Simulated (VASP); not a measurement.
A run of VASP 6.6.1:

The input INCAR:

```
SYSTEM = HfO2
PREC = Accurate ; ENCUT = 520
EDIFF = 1E-6 ; ISMEAR = 0
SIGMA = 0.05 ; LREAL = .False.
LASPH = .True. ; NELM = 60
ALGO = Normal ; ISIF = 2
LWAVE = .False. ; LCHARG = .True.
GGA = PE ; LELF = .True.
LVHAR = .True. ; NBANDS = 31
```

Contents of KPOINTS:

```
regular mesh
0
Gamma
  6 6 8
  0 0 0
```

POSCAR

```
HfO2
1.0
    4.8812150602      0.0000000000      0.0000000000
    0.0000000000      4.8812150602      0.0000000000
    0.0000000000      0.0000000000      3.2378896156
Hf O
2 4
Direct
    0.0000000000      0.0000000000     -0.0417864770
    0.5000000000      0.5000000000      0.5417864770
    0.1721160988      0.7824838804      0.4865900157
    0.3278839012      0.2824838804      0.0134099843
    0.6721160988      0.7175161196      0.0134099843
    0.8278839012      0.2175161196      0.4865900157
```

Potentials or basis: VASP PAW PBE potentials, release 64 (Hf_pv, O).

Launch:

```console
$ cat potpaw_PBE.64/Hf_pv/POTCAR potpaw_PBE.64/O/POTCAR > POTCAR
$ mpirun -np 1 vasp_std > vasp.out
```

Hardware: 1 thread of Intel(R) Xeon(R) 6975P-C (Granite Rapids), with other jobs on the host.

How long does it take, and how much memory?

It took 65 s on 1 thread of Intel(R) Xeon(R) 6975P-C (Granite Rapids) (shared host), peak memory 0.28 GiB. Counts: scf iterations 14, k points 80.
